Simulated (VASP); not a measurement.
## GaN: single point with LDA

Crystal: GaN.

```xyz
4
Lattice="3.0887 0.0000 0.0000 -1.5444 2.6749 0.0000 0.0000 0.0000 5.1894" Properties=species:S:1:pos:R:3 pbc="T T T"
Ga    0.0000    1.7833    0.0156
Ga    1.5444    0.8916    2.6103
N     0.0000    1.7833    1.9408
N     1.5444    0.8916    4.5355
```

```json
{"Program": "VASP 6.6.1", "Task": "single point", "Functional": "LDA", "Potentials or basis": "VASP PAW LDA potentials, release 64 (Ga_d, N)", "Cutoff": "520 eV", "k mesh": "8 × 8 × 5", "Occupations": "gaussian, width 0.01 eV", "Spin": "no spin polarisation"}
```

| Item | Value |
| --- | --- |
| Pressure | 7.8 GPa |
| Largest force | 0.010 eV/Å |
| Band gap on the k mesh | 2.20 eV |

Forces on the atoms (eV/Å):
```
Ga   0.000  0.000  0.010
Ga   0.000  0.000  0.010
N    0.000  0.000 -0.010
N    0.000  0.000 -0.010
```

Stress tensor (GPa, compression positive):
```
11.10  0.00  0.00
 0.00 11.10  0.00
 0.00  0.00  1.19
```

Levels at points of the mesh, in eV from the valence-band top:
```csv
k point,band 15,band 16,band 17,band 18,band 19,band 20,band 21,band 22
"(0.00, 0.00, 0.00)",-1.04,-0.27,0.00,0.00,2.20,4.86,9.07,10.30
"(0.50, 0.00, 0.00)",-4.67,-2.91,-2.59,-1.12,5.24,5.59,5.93,8.80
```

It took 66 s on 1 thread of Intel Xeon 8259CL, on a shared host, peak memory 0.16 GiB.

Caveat: the cell stands under pressure.
